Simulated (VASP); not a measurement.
Runs of VASP 6.6.1 on CoO. The structure is that of space group Fm-3m (No. 225), or close to it. The cells are those of the table. 

```tsv
spin	cell	gap on the mesh (eV)	pressure (GPa)
off	a = 2.916 Å, angles 119.6, 119.6, 90.7°, 2 atoms	none	(a)
off	a = 2.958 Å, angles 119.6, 119.6, 90.7°, 2 atoms	none	(b)
off	a = 2.851 Å, angles 119.6, 119.6, 90.7°, 2 atoms	none	11.2
collinear, ferromagnetic start	a = 2.998 Å, angles 119.6, 119.6, 90.7°, 2 atoms	none	1.8
off	a = 2.998 Å, angles 119.6, 119.6, 90.7°, 2 atoms	none	-18.3
```

Alike in all rows: task single point; level PBE+U; potentials or basis VASP PAW PBE potentials, release 64 (Co_sv, O); Co d U = 3.32 eV; k mesh 12 × 12 × 12; cutoff (eV) 700; smearing gaussian 0.02 eV.

Problem. Estimate the missing entries.

Solution. (a) -4.6; (b) -12.3.

Caveats: an odd number of electrons without spin polarisation forces a metal (at least some runs); a magnetic or distorted state may lie lower (at least some runs); U without spin polarisation on a metal has little footing (at least some runs); the cell stands under tension (at least some runs); the cell stands under pressure (at least some runs); the stress differs along the axes, from -3 to 4 GPa (at least some runs); a cell with one magnetic atom can't hold antiferromagnetic order, which such compounds often take (at least some runs).

A gap of «none» marks levels without a gap at the run's occupations.
